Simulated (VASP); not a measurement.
Ir:

```
CELL_PARAMETERS angstrom
0.00000 1.91970 1.91970
1.91970 0.00000 1.91970
1.91970 1.91970 0.00000
ATOMIC_POSITIONS crystal
Ir 0.00000 0.00000 0.00000
```

| Item | Value |
| --- | --- |
| Program | VASP 6.6.1 |
| Task | relaxation of cell and atoms |
| Functional | BLYP |
| Potentials or basis | VASP PAW PBE potentials, release 64 (Ir_sv_GW) |
| Cutoff | 500 eV |
| k mesh | 14 × 14 × 14 |
| Occupations | fermi-dirac, width 0.1 eV |
| Spin | no spin polarisation |

At the start: pressure 25.6 GPa; volume 14.15 Å³/atom.

Task: How do energy, volume and symmetry change on relaxing?

Result: Over 17 steps the energy falls by 76.6 meV/atom and the volume is 15.18 Å³/atom (+7.3 %); space group Fm-3m (No. 225, to 0.05 Å).

The path:
| step | energy change (eV) | largest force (eV/Å) | pressure (GPa) | volume (Å³) |
| --- | --- | --- | --- | --- |
| 1 | 0.0000 | 0.0000 | 25.56 | 14.15 |
| 2 | 0.5373 | 0.0000 | -36.53 | 19.29 |
| 3 | -0.0757 | 0.0000 | -2.38 | 15.31 |
| 4 | -0.0766 | 0.0000 | -0.27 | 15.20 |
| 5 | -0.0766 | 0.0000 | 0.14 | 15.18 |
| 6 | -0.0766 | 0.0000 | 0.14 | 15.18 |
| 7 | -0.0766 | 0.0000 | 0.13 | 15.18 |
| 8 | -0.0766 | 0.0000 | 0.12 | 15.18 |
| 9 | -0.0766 | 0.0000 | 0.12 | 15.18 |
| 10 | -0.0766 | 0.0000 | 0.12 | 15.18 |
| 11 | -0.0766 | 0.0000 | 0.12 | 15.18 |
| 12 | -0.0766 | 0.0000 | 0.12 | 15.18 |
| 13 | -0.0766 | 0.0000 | 0.12 | 15.18 |
| 14 | -0.0766 | 0.0000 | 0.12 | 15.18 |
| 15 | -0.0766 | 0.0000 | 0.12 | 15.18 |
| 16 | -0.0766 | 0.0000 | 0.11 | 15.18 |
| 17 | -0.0766 | 0.0000 | 0.08 | 15.18 |

Final structure:
```
Ir
1.0
     0.00000    1.96523    1.96523
     1.96523    0.00000    1.96523
     1.96523    1.96523    0.00000
Ir
1
Direct
  0.00000 0.00000 0.00000
```

Caveat: the PAW data sets were made with another functional, which shifts forces and pressure a little.
